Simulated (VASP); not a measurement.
Set up this calculation in VASP 6.6.1, as the native input.

```yaml
Task: single point
Functional: PBEsol
Potentials_or_basis: VASP PAW PBE potentials, release 64 (Nb_sv)
Cutoff: 520 eV
k_mesh: 8 × 8 × 8
Occupations: gaussian, width 0.1 eV
Spin: no spin polarisation
Dipole_correction: no
Further_INCAR_settings: ALGO = Normal; EDIFF = 1e-06; NBANDS = 12
```

The structure of Nb lies in POSCAR:

```
Nb
1.0
   -1.6588161896      1.6588161896      1.6588161896
    1.6588161896     -1.6588161896      1.6588161896
    1.6588161896      1.6588161896     -1.6588161896
Nb
1
Direct
    0.0000000000      0.0000000000      0.0000000000
```

One way to write it, as run:

INCAR

```
ALGO = Normal
EDIFF = 1E-6
ENCUT = 520
GGA = PS
ISIF = 2
ISMEAR = 0
LASPH = True
LCHARG = True
LELF = True
LREAL = False
LVHAR = True
LWAVE = False
NBANDS = 12
NELM = 60
PREC = Accurate
SIGMA = 0.1
```

KPOINTS

```
k-points
0
Gamma
  8 8 8
```

Potentials or basis: VASP PAW PBE potentials, release 64 (Nb_sv).

Command:

```console
$ cat potpaw_PBE.64/Nb_sv/POTCAR > POTCAR
$ mpirun -np 1 vasp_std > vasp.out
```

It gave:

| Property | Result |
| --- | --- |
| Pressure | -6.9 GPa |

Caveat: the PAW data sets were made with another functional, which shifts forces and pressure a little.

Run time: 19 s on 1 thread of AMD EPYC 7R13, on a shared host, peak memory 0.11 GiB.
